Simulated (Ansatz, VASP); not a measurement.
**Al in VASP and in Ansatz**

```
Al
1.0
     0.00000    1.99207    1.99207
     1.99207    0.00000    1.99207
     1.99207    1.99207    0.00000
Al
1
Direct
  0.00000 0.00000 0.00000
```

Alike in both runs: functional PBE; dispersion D3(BJ); k mesh 20 × 20 × 20; occupations fermi-dirac, width 0.15 eV; no spin polarisation.

Ansatz relaxed the structure, and its values are those at the end. VASP's run is a single point on that final structure, the one shown.

|  | VASP | Ansatz |
| --- | --- | --- |
| version | VASP 6.6.1 | Ansatz 0.2.0 |
| potentials or method | VASP PAW PBE potentials, release 64 (Al), cutoff 520 eV | scalar-relativistic, plane waves, PAW |
| valence electrons in the cell | 3 | 3 |

|  | VASP | Ansatz | Ansatz less VASP |
| --- | --- | --- | --- |
| gap on the k mesh at the Fermi level (eV) | none | none | - |
| pressure (GPa) | 0.0 | 0.0 | +0.04 |

A gap of «none» marks a metal or a gap that the smearing closes.
